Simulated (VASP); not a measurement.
# SiC in VASP: a series of runs, part 2 of 3

VASP 6.6.1. Earlier steps stand in the parts before.

### Step 3. Single point, r2SCAN (strain +4.0%)

The input, POSCAR:

```
SiC
1.0
    0.0000000000      2.2651744388      2.2651744388
    2.2651744388      0.0000000000      2.2651744388
    2.2651744388      2.2651744388      0.0000000000
Si C
1 1
Direct
    0.0000000000      0.0000000000      0.0000000000
    0.2500000000      0.2500000000      0.2500000000
```

The input, INCAR.step1:

```
PREC     = Accurate       # precision mode
ENCUT    = 520            # plane-wave cutoff, eV
ISMEAR   = 0              # smearing method
SIGMA    = 0.01           # smearing width, eV
LREAL    = F              # projectors in reciprocal space
LASPH    = T              # aspherical terms in the spheres
NELM     = 100            # most SCF steps
NBANDS   = 11             # bands
GGA      = PE             # functional
ALGO     = Normal         # electronic algorithm
EDIFF    = 1E-4           # SCF threshold, eV
LWAVE    = T              # write WAVECAR
LCHARG   = F              # write CHGCAR
```

The input, INCAR.step2:

```
PREC     = Accurate       # precision mode
ENCUT    = 520            # plane-wave cutoff, eV
EDIFF    = 1E-7           # SCF threshold, eV
ISMEAR   = 0              # smearing method
SIGMA    = 0.01           # smearing width, eV
LREAL    = F              # projectors in reciprocal space
LASPH    = T              # aspherical terms in the spheres
NELM     = 100            # most SCF steps
ALGO     = Normal         # electronic algorithm
ISIF     = 2              # what is computed and relaxed
LWAVE    = F              # write WAVECAR
LCHARG   = F              # write CHGCAR
METAGGA  = R2SCAN         # meta-GGA
LMIXTAU  = T            
NBANDS   = 11             # bands
ISTART   = 1
```

The input, KPOINTS:

```
Automatic mesh
0
Gamma
  10 10 10
```

Potentials or basis: VASP PAW PBE potentials, release 64 (Si, C).

Launch:

```
> cat potpaw_PBE.64/Si/POTCAR potpaw_PBE.64/C/POTCAR > POTCAR
> cp INCAR.step1 INCAR
> mpirun -np 1 vasp_std > vasp.out
> cp INCAR.step2 INCAR
> mpirun -np 1 vasp_std > vasp.out
```

OUTCAR:

```text
PREC = Accurate
   ENCUT = 520
   EDIFF = 1E-7
   ISMEAR = 0
   LREAL = F
   LASPH = T
   NELM = 100
   ISIF = 2
   METAGGA = R2SCAN
   ISTART = 1

 ion  position               nearest neighbor table
   1  0.000  0.000  0.000-   2 1.96   2 1.96   2 1.96   2 1.96
   2  0.250  0.250  0.250-   1 1.96   1 1.96   1 1.96   1 1.96

  LATTYP: Found a face centered cubic cell.
 ALAT       =     4.5303488776

  Lattice vectors:

 A1 = (   0.0000000000,   2.2651744388,   2.2651744388)
 A2 = (   2.2651744388,   0.0000000000,   2.2651744388)
 A3 = (   2.2651744388,   2.2651744388,   0.0000000000)

Analysis of symmetry for initial positions (statically):
=====================================================================
 Subroutine PRICEL returns:
 Original cell was already a primitive cell.

 Routine SETGRP: Setting up the symmetry group for a
 face centered cubic supercell.

 Subroutine GETGRP returns: Found 24 space group operations
 (whereof 24 operations were pure point group operations)
 out of a pool of 48 trial point group operations.

The static configuration has the point symmetry T_d .

Analysis of symmetry for dynamics (positions and initial velocities):
=====================================================================
 Subroutine PRICEL returns:
 Original cell was already a primitive cell.

 Routine SETGRP: Setting up the symmetry group for a
 face centered cubic supercell.

 Subroutine GETGRP returns: Found 24 space group operations
 (whereof 24 operations were pure point group operations)
 out of a pool of 48 trial point group operations.

The dynamic configuration has the point symmetry T_d .

 Subroutine INISYM returns: Found 24 space group operations
 (whereof 24 operations are pure point group operations),
 and found     1 'primitive' translations

----------------------------------------------------------------------------------------

[... 118 lines left out ...]
   LHFCALC =     F    Hartree Fock is set to
   AEXX    =    0.0000 exact exchange contribution
   IVDW    =     0    specifies the selected vdW correction
   LEPSILON=     F    determine dielectric tensor
   LRPA    =     F    only Hartree local field effects (RPA)
 non-spin polarized calculation
 Gauss-broadening in eV      SIGMA  =   0.01
  energy-cutoff  :      520.00
  volume of cell :       23.25
 maximum number of plane-waves:       636
   NGX = 11   NGY = 11   NGZ = 11

 number of electron       7.9999999 magnetization

 Free energy of the ion-electron system (eV)
  ---------------------------------------------------
  ext. energy  EPLUGINS =         0.00000000
  ---------------------------------------------------
  free energy    TOTEN  =       -19.13782660 eV

  energy without entropy =      -19.13782660  energy(sigma->0) =      -19.13782660

 E-fermi :   6.8863     XC(G=0): -11.4203

 val. band max:        6.7349021788   @ k =   0.0000   0.0000   0.0000
 cond. band min:       8.5233234253   @ k =   0.5000   0.5000   0.0000
 fundamental gap:      1.7884212465
 Fermi energy:         6.8862910623

 k-point     1 :       0.0000    0.0000    0.0000
  band No.  band energies     occupation
      1      -8.5492      2.00000
      2       6.7349      2.00000
      3       6.7349      2.00000
      4       6.7349      2.00000
      5      12.1215      0.00000
      6      13.7622      0.00000
      7      13.7622      0.00000
      8      13.7622      0.00000
      9      21.2547      0.00000
     10      21.2547      0.00000
     11      22.6645      0.00000
[... 309 lines left out ...]
 k-point    24 :       0.4000    0.3000    0.0000
  band No.  band energies     occupation
      1      -5.6230      2.00000
      2       1.0216      2.00000
      3       3.6942      2.00000
      4       4.1723      2.00000
      5       9.8951      0.00000
      6      12.3702      0.00000
      7      17.9580      0.00000
      8      18.3970      0.00000
      9      20.1801      0.00000
     10      24.7252      0.00000
     11      27.3265      0.00000

 [... further k-points ...]

------------------------ aborting loop because EDIFF is reached ----------------------------------------

  FORCE on cell =-STRESS in cart. coord.  units (eV):
  Direction    XX          YY          ZZ          XY          YZ          ZX
  --------------------------------------------------------------------------------------
  -------------------------------------------------------------------------------------
  Total       -3.0880925     -3.0880925     -3.0880925     -0.0000000      0.0000000     -0.0000000
  in kB     -212.8462140   -212.8462140   -212.8462140     -0.0000000      0.0000000     -0.0000000
  external PRESSURE =    -212.8462140 kB  Pullay stress =       0.0000000 kB

 VOLUME and BASIS-vectors are now :
 -----------------------------------------------------------------------------
  energy-cutoff  :      520.00
  volume of cell :       23.25
      direct lattice vectors                 reciprocal lattice vectors
     0.000000000  2.265174439  2.265174439    -0.220733552  0.220733552  0.220733552
     2.265174439  0.000000000  2.265174439     0.220733552 -0.220733552  0.220733552
     2.265174439  2.265174439  0.000000000     0.220733552  0.220733552 -0.220733552

 POSITION                                       TOTAL-FORCE (eV/Angst)
 -----------------------------------------------------------------------------------
      0.00000      0.00000      0.00000         0.000000      0.000000      0.000000
      1.13259      1.13259      1.13259        -0.000000     -0.000000     -0.000000
 -----------------------------------------------------------------------------------
    total drift:                                0.000001      0.000001      0.000001

  FREE ENERGIE OF THE ION-ELECTRON SYSTEM (eV)
  ---------------------------------------------------
  free  energy   TOTEN  =       -19.1378266003 eV

  energy  without entropy=      -19.1378266003  energy(sigma->0) =      -19.13782660
```

OSZICAR.step1:

```text
N       E                     dE             d eps       ncg     rms          rms(c)
DAV:   1     0.382864794428E+01    0.38286E+01   -0.37475E+03  1098   0.598E+02
DAV:   2    -0.157996871965E+02   -0.19628E+02   -0.18759E+02  1349   0.107E+02
DAV:   3    -0.164798370130E+02   -0.68015E+00   -0.67870E+00  1294   0.163E+01
DAV:   4    -0.164830693071E+02   -0.32323E-02   -0.32320E-02  1180   0.136E+00
DAV:   5    -0.164830861559E+02   -0.16849E-04   -0.16849E-04  1259   0.919E-02    0.771E+00
DAV:   6    -0.149530299652E+02    0.15301E+01   -0.63280E+00  1157   0.107E+01    0.332E+00
DAV:   7    -0.149333804765E+02    0.19649E-01   -0.26215E-01  1247   0.304E+00    0.159E+00
DAV:   8    -0.149265923934E+02    0.67881E-02   -0.18274E-02  1178   0.900E-01    0.172E-01
DAV:   9    -0.149266710180E+02   -0.78625E-04   -0.19291E-03  1322   0.236E-01    0.108E-01
DAV:  10    -0.149268030012E+02   -0.13198E-03   -0.30206E-04  1111   0.102E-01    0.267E-02
DAV:  11    -0.149268061691E+02   -0.31680E-05   -0.55876E-05   634   0.373E-02
   1 F= -.14926806E+02 E0= -.14926806E+02  d E =-.699513E-31
```

Wall time 21 s (1 thread of Intel Xeon 6975P-C, shared host); peak memory 0.14 GiB.

Results:

| Quantity | Value |
| --- | --- |
| Free energy | -19.1378 eV |
| Pressure | -21.3 GPa |
| Band gap on the k mesh | 1.79 eV, indirect (least direct gap 4.89 eV) |

Caveat: the cell differs from its parent crystal (strain +4.0%); the PAW data sets were made with another functional, which shifts forces and pressure a little. A k mesh can miss the band edges.

### Step 4. Single point, PBE (uniaxial z strain -2.0%)

The input, INCAR:

```
SYSTEM = SiC
  ALGO = Normal
  EDIFF = 1E-6
  ENCUT = 520
  GGA = PE
  ISIF = 2
  ISMEAR = -1
  LASPH = .TRUE.
  LCHARG = .TRUE.
  LELF = .TRUE.
  LREAL = .FALSE.
  LVHAR = .TRUE.
  LWAVE = .FALSE.
  NBANDS = 11
  NELM = 60
  PREC = Accurate
  SIGMA = 0.02
```

The input, KPOINTS:

```
k-points
0
G
  10 10 10
  0 0 0
```

The input, POSCAR:

```
SiC
1.0
    0.0000000000      2.1780523450      2.1344912981
    2.1780523450      0.0000000000      2.1344912981
    2.1780523450      2.1780523450      0.0000000000
Si C
1 1
Direct
    0.0000000000      0.0000000000      0.0000000000
    0.2500000000      0.2500000000      0.2500000000
```

Launch:

```
> cat potpaw_PBE.64/Si/POTCAR potpaw_PBE.64/C/POTCAR > POTCAR
> mpirun -np 1 vasp_std > vasp.out
```

Run time: 7.5 s. Hardware: 1 thread of Intel Xeon 6975P-C, shared host; peak memory 0.15 GiB.

It converged, with:

```yaml
Free_energy: -15.0377 eV
Pressure: 8.2 GPa
Band_gap_on_the_k_mesh: 1.13 eV, indirect (least direct gap 4.54 eV)
```

Stress tensor (GPa, compression positive):
```
 6.56  0.00  0.00
 0.00  6.56  0.00
 0.00  0.00 11.54
```

Levels at points of the mesh, in eV from the valence-band top:
| k point | band 1 | band 2 | band 3 | band 4 | band 5 | band 6 | band 7 | band 8 | band 9 |
| --- | --- | --- | --- | --- | --- | --- | --- | --- | --- |
| (0.00, 0.00, 0.00) | -15.66 | -0.13 | -0.13 | 0.00 | 6.39 | 7.33 | 7.39 | 7.39 | 14.23 |
| (0.50, 0.00, 0.00) | -12.02 | -8.74 | -1.27 | -1.02 | 5.50 | 7.07 | 7.42 | 10.09 | 16.32 |
| (0.50, 0.50, 0.00) | -10.43 | -7.78 | -3.46 | -3.46 | 1.13 | 4.07 | 14.14 | 14.14 | 15.20 |
| (0.50, 0.00, 0.50) | -10.60 | -8.04 | -3.26 | -3.23 | 1.31 | 4.43 | 13.90 | 14.55 | 14.86 |

Caveat: the cell differs from its parent crystal (uniaxial z strain -2.0%).

(Continued in part 3 of 3.)
